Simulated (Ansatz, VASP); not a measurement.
## One calculation of InSe, two programs

Contents of INCAR:

```
SYSTEM = InSe
PREC = Accurate ; ENCUT = 520
EDIFF = 1E-8 ; ISMEAR = -1
SIGMA = 0.01 ; LREAL = .FALSE.
LASPH = .TRUE. ; NELM = 100
ALGO = Normal ; ISIF = 2
LWAVE = .FALSE. ; LCHARG = .FALSE.
GGA = PS ; LEFG = .TRUE.
NBANDS = 27
```

Contents of KPOINTS:

```
Automatic mesh
0
G
  7 7 7
  0 0 0
```

POSCAR

```
InSe
1.0
    1.9999996503      1.1547003365      8.2335033000
   -1.9999996503      1.1547003365      8.2335033000
    0.0000000000     -2.3094006730      8.2335033000
In Se
2 2
Direct
    0.0000000000      0.0000000000      0.0000000000
    0.1122000000      0.1122000000      0.1122000000
    0.6155000000      0.6155000000      0.6155000000
    0.8300000000      0.8300000000      0.8300000000
```

Input for Ansatz:

```yaml
crystal:
  lattice:
    - [1.9999996503, 1.1547003365, 8.2335033]
    - [-1.9999996503, 1.1547003365, 8.2335033]
    - [0.0, -2.309400673, 8.2335033]
  atoms:
    - { symbol: In, position: [0.0, 0.0, 0.0] }
    - { symbol: In, position: [0.1122, 0.1122, 0.1122] }
    - { symbol: Se, position: [0.6155, 0.6155, 0.6155] }
    - { symbol: Se, position: [0.83, 0.83, 0.83] }
kpoints:
  mp_grid: { grid: [7, 7, 7] }
scf:
  occupations: { method: fermi_dirac, width: 0.01 }
hamiltonian:
  xc: pbesol
  pseudopotentials: { kind: all_electron, datasets: crystal }
output:
  forces: true
  stress: true
  eigenvalues: true
  efg: { contact_densities: true }
```

Change from the starting cell: zz strain of -1 %, crystal datasets.

Alike in both runs: task electric field gradients; functional PBEsol; k mesh 7 × 7 × 7; occupations fermi-dirac, width 0.01 eV; no spin polarisation.

|  | VASP | Ansatz |
| --- | --- | --- |
| version | VASP 6.6.1 | Ansatz 0.2.0 |
| potentials or method | VASP PAW PBE potentials, release 64 (In_d, Se), cutoff 520 eV | all-electron PAW with datasets made for the crystal, scalar-relativistic |

VASP gave:

* gap on the k mesh at the Fermi level (eV): 0.65
* pressure (GPa): 0.8
* rms of the force components (eV/Å): 0.065
* size of Vzz on the site where it differs most (V/Å²): 67.5

What did Ansatz give for the same quantities?

gap on the k mesh at the Fermi level (eV): 0.66; pressure (GPa): 0.8; rms of the force components (eV/Å): 0.054; size of Vzz on the site where it differs most (V/Å²): 70.9.

VASP's potentials were made for PBE, not for PBEsol. Atom by atom the forces differ by 0.011 eV/Å (rms over components). Ansatz ran all-electron here, and VASP with PAW potentials.
